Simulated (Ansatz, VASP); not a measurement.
# Be3SeO2 in VASP and in Ansatz

```
CELL_PARAMETERS angstrom
4.93148 0.00000 0.00000
-2.46574 4.27078 0.00000
0.00000 0.00000 2.57455
ATOMIC_POSITIONS crystal
Be 0.50000 0.00000 0.50000
Be 0.50000 0.50000 0.50000
Be 0.00000 0.50000 0.50000
Se 0.00000 0.00000 0.00000
O 0.33333 0.66667 0.00000
O 0.66667 0.33333 0.00000
```

Change from the starting cell: species swapped into the LaGa3Pd2 type (P6/mmm, No. 191).

Alike in both runs: task single point; functional PBE; k mesh 6 × 6 × 6; occupations gaussian, width 0.1 eV; collinear spin.

```csv
,VASP,Ansatz
version,VASP 6.6.1,Ansatz 0.2.0
potentials or method,"VASP PAW PBE potentials, release 64 (Be, Se, O), cutoff 520 eV","scalar-relativistic, plane waves, PAW"
valence electrons in the cell,24,34
```

```csv
,VASP,Ansatz,Ansatz less VASP
gap on the k mesh at the Fermi level (eV),none,none,-
pressure (GPa),0.2,0.1,-0.13
"traceless stress, the component that is largest in VASP (GPa)",-0.10,-0.14,-0.043
net moment per atom (μB),0.00,0.00,0.000
```

A gap of «none» marks a metal or a gap that the smearing closes. VASP's potentials hold 24 valence electrons a cell and Ansatz's 34, so a difference there can come from the potentials and not from the codes. Ansatz's warnings: seeded moment not kept.

The k mesh is coarse, so the values compare programs but aren't converged.
